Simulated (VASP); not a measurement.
# AgPt3 (P4/mmm) in VASP: a series of runs

Runs on AgPt3. Level: LDA. Tasks: electric field gradients.

Everything below comes from runs of VASP 6.6.1. Logs are shortened: lines on timing, memory, paths and dates and some standing lists are left out, and cuts for length are marked.

### Step 1. The cell of the first run

Symmetry: P4/mmm, No. 123, tetragonal system. The conventional cell has a = 3.978 Å, b = 3.978 Å, c = 3.900 Å, α = 90.00°, β = 90.00°, γ = 90.00°. Ag (site symmetry 4/mmm) has 12 Pt at 2.79 to 2.81 Å within 3.7 Å. Pt (site symmetry mmm) has 4 Ag at 2.79 Å and 8 Pt at 2.79 to 2.81 Å within 3.7 Å. Within 3.7 Å of Pt (site symmetry 4/mmm) lie 8 Pt at 2.79 Å and 4 Ag at 2.81 Å.

### Step 2. Electric field gradients, LDA (equal xx and yy strain of +2 %)

The input, INCAR:

```
PREC     = Accurate       # precision mode
ENCUT    = 520            # plane-wave cutoff, eV
EDIFF    = 1E-8           # SCF threshold, eV
ISMEAR   = -1             # smearing method
SIGMA    = 0.08           # smearing width, eV
LREAL    = False          # projectors in reciprocal space
LASPH    = True           # aspherical terms in the spheres
NELM     = 60             # most SCF steps
ALGO     = Normal         # electronic algorithm
ISIF     = 2              # what is computed and relaxed
LWAVE    = False          # write WAVECAR
LCHARG   = False          # write CHGCAR
GGA      = CA             # functional
LEFG     = True         
NBANDS   = 28             # bands
```

The input, KPOINTS:

```
Automatic mesh
0
Gamma
  9 9 9
```

The input, POSCAR:

```
AgPt3
1.0
    3.9780000000      0.0000000000      0.0000000000
    0.0000000000      3.9780000000      0.0000000000
    0.0000000000      0.0000000000      3.9000000000
Ag Pt
1 3
Direct
    0.0000000000      0.0000000000      0.0000000000
    0.0000000000      0.5000000000      0.5000000000
    0.5000000000      0.0000000000      0.5000000000
    0.5000000000      0.5000000000      0.0000000000
```

Potentials or basis: VASP PAW LDA potentials, release 64 (Ag, Pt).

Started as:

```
$ cat potpaw_LDA.64/Ag/POTCAR potpaw_LDA.64/Pt/POTCAR > POTCAR
$ mpirun -np 1 vasp_std > vasp.out
```

OUTCAR:

```text
PREC = Accurate
   ENCUT = 520
   EDIFF = 1E-8
   ISMEAR = -1
   LREAL = False
   LASPH = True
   NELM = 60
   ISIF = 2
   GGA = CA

 ion  position               nearest neighbor table
   1  0.000  0.000  0.000-   2 2.79   3 2.79   2 2.79   3 2.79   2 2.79   2 2.79   3 2.79   3 2.79
                             4 2.81   4 2.81   4 2.81   4 2.81
   2  0.000  0.500  0.500-   1 2.79   4 2.79   1 2.79   4 2.79   1 2.79   1 2.79   4 2.79   4 2.79
                             3 2.81   3 2.81   3 2.81   3 2.81
   3  0.500  0.000  0.500-   1 2.79   4 2.79   1 2.79   4 2.79   4 2.79   4 2.79   1 2.79   1 2.79
                             2 2.81   2 2.81   2 2.81   2 2.81
   4  0.500  0.500  0.000-   2 2.79   3 2.79   2 2.79   3 2.79   3 2.79   3 2.79   2 2.79   2 2.79
                             1 2.81   1 2.81   1 2.81   1 2.81

  LATTYP: Found a simple tetragonal cell.
 ALAT       =     3.9780000000
 C/A-ratio  =     0.9803921569

  Lattice vectors:

 A1 = (   3.9780000000,   0.0000000000,   0.0000000000)
 A2 = (   0.0000000000,   3.9780000000,   0.0000000000)
 A3 = (   0.0000000000,   0.0000000000,   3.9000000000)

Analysis of symmetry for initial positions (statically):
=====================================================================
 Subroutine PRICEL returns:
 Original cell was already a primitive cell.

 Routine SETGRP: Setting up the symmetry group for a
 simple tetragonal supercell.

 Subroutine GETGRP returns: Found 16 space group operations
 (whereof 16 operations were pure point group operations)
 out of a pool of 16 trial point group operations.

The static configuration has the point symmetry D_4h.

Analysis of symmetry for dynamics (positions and initial velocities):
=====================================================================
 Subroutine PRICEL returns:
 Original cell was already a primitive cell.

 Routine SETGRP: Setting up the symmetry group for a
 simple tetragonal supercell.

 Subroutine GETGRP returns: Found 16 space group operations
 (whereof 16 operations were pure point group operations)
 out of a pool of 16 trial point group operations.

The dynamic configuration has the point symmetry D_4h.

 Subroutine INISYM returns: Found 16 space group operations
 (whereof 16 operations are pure point group operations),
 and found     1 'primitive' translations

[... 140 lines left out ...]
  ext. energy  EPLUGINS =         0.00000000
  ---------------------------------------------------
  free energy    TOTEN  =       -26.21233316 eV

  energy without entropy =      -26.13771731  energy(sigma->0) =      -26.17502523

 E-fermi :  10.1321     XC(G=0): -13.4615

 val. band max:       10.1319670187   @ k =   0.4444   0.2222   0.1111
 cond. band min:      10.1575991881   @ k =   0.4444   0.1111   0.2222
 fundamental gap:      0.0256321694
 Fermi energy:        10.1320879607

 k-point     1 :       0.0000    0.0000    0.0000
  band No.  band energies     occupation
      1       0.7437      2.00000
      2       3.4589      2.00000
      3       3.4755      2.00000
      4       3.6636      2.00000
      5       3.8705      2.00000
      6       3.8732      2.00000
[... 733 lines left out ...]
     27      20.5607      0.00000
     28      20.6610      0.00000

 [... further k-points ...]
[... 5 lines left out ...]
  --------------------------------------------------------------------------------------
  -------------------------------------------------------------------------------------
  Total       -2.8749375     -2.8749375     -2.1942564      0.0000000     -0.0000000      0.0000000
  in kB      -74.6353939    -74.6353939    -56.9644358      0.0000000     -0.0000000      0.0000000
  external PRESSURE =     -68.7450746 kB  Pullay stress =       0.0000000 kB

 VOLUME and BASIS-vectors are now :
 -----------------------------------------------------------------------------
  energy-cutoff  :      520.00
  volume of cell :       61.72
      direct lattice vectors                 reciprocal lattice vectors
     3.978000000  0.000000000  0.000000000     0.251382604  0.000000000  0.000000000
     0.000000000  3.978000000  0.000000000     0.000000000  0.251382604  0.000000000
     0.000000000  0.000000000  3.900000000     0.000000000  0.000000000  0.256410256

 POSITION                                       TOTAL-FORCE (eV/Angst)
 -----------------------------------------------------------------------------------
      0.00000      0.00000      0.00000         0.000000      0.000000      0.000000
      0.00000      1.98900      1.95000         0.000000      0.000000      0.000000
      1.98900      0.00000      1.95000         0.000000      0.000000      0.000000
      1.98900      1.98900      0.00000         0.000000      0.000000      0.000000
 -----------------------------------------------------------------------------------
    total drift:                                0.000000      0.000000     -0.000000

  FREE ENERGIE OF THE ION-ELECTRON SYSTEM (eV)
  ---------------------------------------------------
  free  energy   TOTEN  =       -26.2123331575 eV

  energy  without entropy=      -26.1377173088  energy(sigma->0) =      -26.17502523

 Electric field gradients (V/A^2)
---------------------------------------------------------------------
 ion       V_xx      V_yy      V_zz      V_xy      V_xz      V_yz
---------------------------------------------------------------------
   1       0.895     0.895    -1.790     0.000    -0.000    -0.000
   2      -8.515     7.764     0.751     0.000    -0.000    -0.000
   3       7.764    -8.515     0.751    -0.000    -0.000     0.000
   4       9.321     9.321   -18.641    -0.000     0.000     0.000
---------------------------------------------------------------------

 Electric field gradients after diagonalization (V/A^2)
 (convention: |V_zz| > |V_xx| > |V_yy|)
----------------------------------------------------------------------
 ion       V_xx      V_yy      V_zz     asymmetry (V_yy - V_xx)/ V_zz
----------------------------------------------------------------------
   1       0.895     0.895    -1.790       0.000
   2       7.764     0.751    -8.515       0.824
   3       7.764     0.751    -8.515       0.824
   4       9.321     9.321   -18.641       0.000
----------------------------------------------------------------------

           NMR quadrupolar parameters

 Cq : quadrupolar parameter    Cq=e*Q*V_zz/h
 eta: asymmetry parameters     (V_yy - V_xx)/ V_zz
 Q  : nuclear electric quadrupole moment in mb (millibarn)
----------------------------------------------------------------------
 ion       Cq(MHz)       eta       Q (mb)
----------------------------------------------------------------------
   1      -0.004       0.000       1.000
   2      -0.021       0.824       1.000
   3      -0.021       0.824       1.000
   4      -0.045       0.000       1.000
----------------------------------------------------------------------
```

OSZICAR:

```text
N       E                     dE             d eps       ncg     rms          rms(c)
DAV:   1     0.258291283143E+03    0.25829E+03   -0.20594E+04  4224   0.140E+03
DAV:   2    -0.198064988310E+02   -0.27810E+03   -0.26696E+03  4652   0.323E+02
DAV:   3    -0.277526513384E+02   -0.79462E+01   -0.78196E+01  4684   0.552E+01
DAV:   4    -0.278133124015E+02   -0.60661E-01   -0.60631E-01  4516   0.488E+00
DAV:   5    -0.278139005041E+02   -0.58810E-03   -0.58810E-03  4548   0.529E-01    0.217E+01
DAV:   6    -0.263502917440E+02    0.14636E+01   -0.32900E+00  4404   0.161E+01    0.118E+01
DAV:   7    -0.262407053361E+02    0.10959E+00   -0.46073E-01  4472   0.615E+00    0.449E+00
DAV:   8    -0.262179595711E+02    0.22746E-01   -0.92746E-02  4396   0.497E+00    0.198E+00
DAV:   9    -0.262124585024E+02    0.55011E-02   -0.17578E-02  4388   0.166E+00    0.163E-01
DAV:  10    -0.262123376875E+02    0.12081E-03   -0.90670E-04  4448   0.395E-01    0.850E-02
DAV:  11    -0.262123339277E+02    0.37598E-05   -0.14097E-04  4444   0.147E-01    0.163E-02
DAV:  12    -0.262123330747E+02    0.85299E-06   -0.61932E-06  4544   0.227E-02    0.587E-03
DAV:  13    -0.262123332834E+02   -0.20871E-06   -0.16876E-06  4444   0.106E-02    0.529E-03
DAV:  14    -0.262123331569E+02    0.12649E-06   -0.44418E-07  4444   0.513E-03    0.359E-04
DAV:  15    -0.262123331575E+02   -0.60618E-09   -0.46315E-09  2348   0.559E-04
   1 F= -.26212333E+02 E0= -.26175025E+02  d E =-.746158E-01
```

stdout:

```text
POSCAR found type information on POSCAR AgPt
 POSCAR found :  2 types and       4 ions
 scaLAPACK will be used
 LDA part: xc-table for (Slater(with rela. corr.)+CA(PZ))
 , standard interpolation
 POSCAR, INCAR and KPOINTS ok, starting setup
 FFT: planning ... GRIDC
 FFT: planning ... GRID_SOFT
 FFT: planning ... GRID
 WAVECAR not read
 entering main loop
ion   1

ion   2

ion   3

ion   4
```

It took 2.9 min on 1 thread of Intel Xeon Platinum 8259CL at 2.50GHz (Skylake/Cascade Lake), shared host; peak memory 0.23 GiB.

What came out:

```yaml
Free_energy: -26.2123 eV
Pressure: -6.9 GPa
Band_gap_on_the_k_mesh: zero (an odd number of electrons rules out a gap without spin polarisation)
Largest_electric_field_gradient_by_atom: Ag -1.8; Pt -8.5, -18.6 (each value once) V/Å²
```

Stress tensor (GPa, compression positive):
```
-7.46  0.00  0.00
 0.00 -7.46  0.00
 0.00  0.00 -5.70
```

Electric field gradients, principal values (V/Å²):
| atom | least | middle | greatest (by size) |
| --- | --- | --- | --- |
| 1 Ag | 0.895 | 0.895 | -1.790 |
| 2 Pt | 0.751 | 7.764 | -8.515 |
| 3 Pt | 0.751 | 7.764 | -8.515 |
| 4 Pt | 9.321 | 9.321 | -18.641 |

Caveat: the cell differs from its parent crystal (equal xx and yy strain of +2 %); the cell stands under tension; without QUAD_EFG the Cq values of the log hold for a quadrupole moment of 1 mb, not for the nuclei; spin-orbit coupling is left out, which moves the levels of the heavy elements.

### Step 3. Electric field gradients, LDA (equal xx and yy strain of +2 %)

The input, INCAR:

```
  PREC = Accurate
  ENCUT = 520
  EDIFF = 1E-8
  ISMEAR = -1
  SIGMA = 0.08
  LREAL = F
  LASPH = T
  NELM = 60
  ALGO = Normal
  ISIF = 2
  LWAVE = F
  LCHARG = F
  LEFG = T
  NBANDS = 28
```

KPOINTS is that of step 2.

POSCAR is that of step 2.

Potentials or basis: VASP PAW LDA potentials, release 64 (Ag, Pt).

Started as:

```
$ cat potpaw_LDA.64/Ag/POTCAR potpaw_LDA.64/Pt/POTCAR > POTCAR
$ mpirun -np 1 vasp_std > vasp.out
```

OUTCAR:

```text
PREC = Accurate
   ENCUT = 520
   EDIFF = 1E-8
   ISMEAR = -1
   LREAL = F
   LASPH = T
   NELM = 60
   ISIF = 2

 ion  position               nearest neighbor table
   1  0.000  0.000  0.000-   2 2.79   3 2.79   2 2.79   3 2.79   2 2.79   2 2.79   3 2.79   3 2.79
                             4 2.81   4 2.81   4 2.81   4 2.81
   2  0.000  0.500  0.500-   1 2.79   4 2.79   1 2.79   4 2.79   1 2.79   1 2.79   4 2.79   4 2.79
                             3 2.81   3 2.81   3 2.81   3 2.81
   3  0.500  0.000  0.500-   1 2.79   4 2.79   1 2.79   4 2.79   4 2.79   4 2.79   1 2.79   1 2.79
                             2 2.81   2 2.81   2 2.81   2 2.81
   4  0.500  0.500  0.000-   2 2.79   3 2.79   2 2.79   3 2.79   3 2.79   3 2.79   2 2.79   2 2.79
                             1 2.81   1 2.81   1 2.81   1 2.81

  LATTYP: Found a simple tetragonal cell.
 ALAT       =     3.9780000000
 C/A-ratio  =     0.9803921569

  Lattice vectors:

 A1 = (   3.9780000000,   0.0000000000,   0.0000000000)
 A2 = (   0.0000000000,   3.9780000000,   0.0000000000)
 A3 = (   0.0000000000,   0.0000000000,   3.9000000000)

Analysis of symmetry for initial positions (statically):
=====================================================================
 Subroutine PRICEL returns:
 Original cell was already a primitive cell.

 Routine SETGRP: Setting up the symmetry group for a
 simple tetragonal supercell.

 Subroutine GETGRP returns: Found 16 space group operations
 (whereof 16 operations were pure point group operations)
 out of a pool of 16 trial point group operations.

The static configuration has the point symmetry D_4h.

Analysis of symmetry for dynamics (positions and initial velocities):
=====================================================================
 Subroutine PRICEL returns:
[... 918 lines left out ...]
  --------------------------------------------------------------------------------------
  -------------------------------------------------------------------------------------
  Total       -2.8749375     -2.8749375     -2.1942564      0.0000000     -0.0000000      0.0000000
  in kB      -74.6353939    -74.6353939    -56.9644358      0.0000000     -0.0000000      0.0000000
  external PRESSURE =     -68.7450746 kB  Pullay stress =       0.0000000 kB

 VOLUME and BASIS-vectors are now :
 -----------------------------------------------------------------------------
  energy-cutoff  :      520.00
  volume of cell :       61.72
      direct lattice vectors                 reciprocal lattice vectors
     3.978000000  0.000000000  0.000000000     0.251382604  0.000000000  0.000000000
     0.000000000  3.978000000  0.000000000     0.000000000  0.251382604  0.000000000
     0.000000000  0.000000000  3.900000000     0.000000000  0.000000000  0.256410256

 POSITION                                       TOTAL-FORCE (eV/Angst)
 -----------------------------------------------------------------------------------
      0.00000      0.00000      0.00000         0.000000      0.000000      0.000000
      0.00000      1.98900      1.95000         0.000000      0.000000      0.000000
      1.98900      0.00000      1.95000         0.000000      0.000000      0.000000
      1.98900      1.98900      0.00000         0.000000      0.000000      0.000000
 -----------------------------------------------------------------------------------
    total drift:                                0.000000      0.000000     -0.000000

  FREE ENERGIE OF THE ION-ELECTRON SYSTEM (eV)
  ---------------------------------------------------
  free  energy   TOTEN  =       -26.2123331575 eV

  energy  without entropy=      -26.1377173088  energy(sigma->0) =      -26.17502523

 Electric field gradients (V/A^2)
---------------------------------------------------------------------
 ion       V_xx      V_yy      V_zz      V_xy      V_xz      V_yz
---------------------------------------------------------------------
   1       0.895     0.895    -1.790     0.000    -0.000    -0.000
   2      -8.515     7.764     0.751     0.000    -0.000    -0.000
   3       7.764    -8.515     0.751    -0.000    -0.000     0.000
   4       9.321     9.321   -18.641    -0.000     0.000     0.000
---------------------------------------------------------------------

 Electric field gradients after diagonalization (V/A^2)
 (convention: |V_zz| > |V_xx| > |V_yy|)
----------------------------------------------------------------------
 ion       V_xx      V_yy      V_zz     asymmetry (V_yy - V_xx)/ V_zz
----------------------------------------------------------------------
   1       0.895     0.895    -1.790       0.000
   2       7.764     0.751    -8.515       0.824
   3       7.764     0.751    -8.515       0.824
   4       9.321     9.321   -18.641       0.000
----------------------------------------------------------------------

           NMR quadrupolar parameters

 Cq : quadrupolar parameter    Cq=e*Q*V_zz/h
 eta: asymmetry parameters     (V_yy - V_xx)/ V_zz
 Q  : nuclear electric quadrupole moment in mb (millibarn)
----------------------------------------------------------------------
 ion       Cq(MHz)       eta       Q (mb)
----------------------------------------------------------------------
   1      -0.004       0.000       1.000
   2      -0.021       0.824       1.000
   3      -0.021       0.824       1.000
   4      -0.045       0.000       1.000
----------------------------------------------------------------------
```

Run time: 2.4 min. Hardware: 1 thread of Intel Xeon Platinum 8259CL at 2.50GHz (Skylake/Cascade Lake), shared host; peak memory 0.23 GiB.

What came out:

```yaml
Free_energy: -26.2123 eV
Pressure: -6.9 GPa
Band_gap_on_the_k_mesh: zero (an odd number of electrons rules out a gap without spin polarisation)
Largest_electric_field_gradient_by_atom: Ag -1.8; Pt -8.5, -18.6 (each value once) V/Å²
```

Stress tensor (GPa, compression positive):
```
-7.46  0.00  0.00
 0.00 -7.46  0.00
 0.00  0.00 -5.70
```

Electric field gradients, principal values (V/Å²):
```
atom  least  middle  greatest (by size)
1 Ag  0.895   0.895              -1.790
2 Pt  0.751   7.764              -8.515
3 Pt  0.751   7.764              -8.515
4 Pt  9.321   9.321             -18.641
```

Caveat: the cell differs from its parent crystal (equal xx and yy strain of +2 %); the cell stands under tension; without QUAD_EFG the Cq values of the log hold for a quadrupole moment of 1 mb, not for the nuclei; spin-orbit coupling is left out, which moves the levels of the heavy elements.
